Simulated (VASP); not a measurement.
Wanted: the native input for a VASP 6.6.1 run.

- Task: single point
- Functional: PBE
- Potentials or basis: VASP PAW PBE potentials, release 64 (Al, Sc_sv, N)
- Cutoff: 520 eV
- k mesh: 4 × 4 × 5
- Occupations: gaussian, width 0.01 eV
- Spin: no spin polarisation
- Dipole correction: no
- Further INCAR settings: LREAL = Auto; ALGO = Normal; EDIFF = 1e-07; NBANDS = 54

The structure of ScAl3N4 lies in POSCAR:

```
ScAl3N4
1.0
    6.4479552589     -0.0156719310      0.0000000000
   -3.2375499198      5.6076009531      0.0000000000
    0.0000000000      0.0000000000      5.0527970385
Al Sc N
6 2 8
Direct
    0.3349688121      0.1641646938      0.4997498077
    0.1696916442      0.8348458221     -0.0042224769
    0.3349688121      0.6708041183      0.4997498077
    0.6650311879      0.3358353062     -0.0002501923
    0.6650311879      0.8291958817     -0.0002501923
    0.8303083558      0.6651541779      0.4957775231
    0.1777750157      0.3388875079     -0.0076056033
    0.8222249843      0.1611124921      0.4923943967
    0.1821320734      0.3410660367      0.4128422303
    0.3454056630      0.1546765929      0.8745049206
    0.1648317237      0.8324158619      0.3784763935
    0.3454056630      0.6907290700      0.8745049206
    0.6545943370      0.3453234071      0.3745049206
    0.8178679266      0.1589339633      0.9128422303
    0.6545943370      0.8092709300      0.3745049206
    0.8351682763      0.6675841381      0.8784763935
```

The input as run:

INCAR

```
ALGO     = Normal         # electronic algorithm
EDIFF    = 1E-7           # SCF threshold, eV
ENCUT    = 520            # plane-wave cutoff, eV
GGA      = PE             # functional
ISIF     = 2              # what is computed and relaxed
ISMEAR   = 0              # smearing method
LASPH    = True           # aspherical terms in the spheres
LCHARG   = False          # write CHGCAR
LREAL    = Auto         
LWAVE    = False          # write WAVECAR
NBANDS   = 54             # bands
NELM     = 60             # most SCF steps
PREC     = Accurate       # precision mode
SIGMA    = 0.01           # smearing width, eV
```

KPOINTS

```
k-points
0
Gamma
  4 4 5
```

Potentials or basis: VASP PAW PBE potentials, release 64 (Al, Sc_sv, N).

Launch:

```console
$ cat potpaw_PBE.64/Al/POTCAR potpaw_PBE.64/Sc_sv/POTCAR potpaw_PBE.64/N/POTCAR > POTCAR
$ mpirun -np 1 vasp_std > vasp.out
```

Results of the run:

```
Pressure               : 2.0 GPa
Largest force          : 0.074 eV/Å
Band gap on the k mesh : 3.77 eV (least direct gap 3.79 eV)
```

It took 15 min on 1 thread of Intel Xeon 8259CL, with other jobs on the host, peak memory 0.36 GiB.
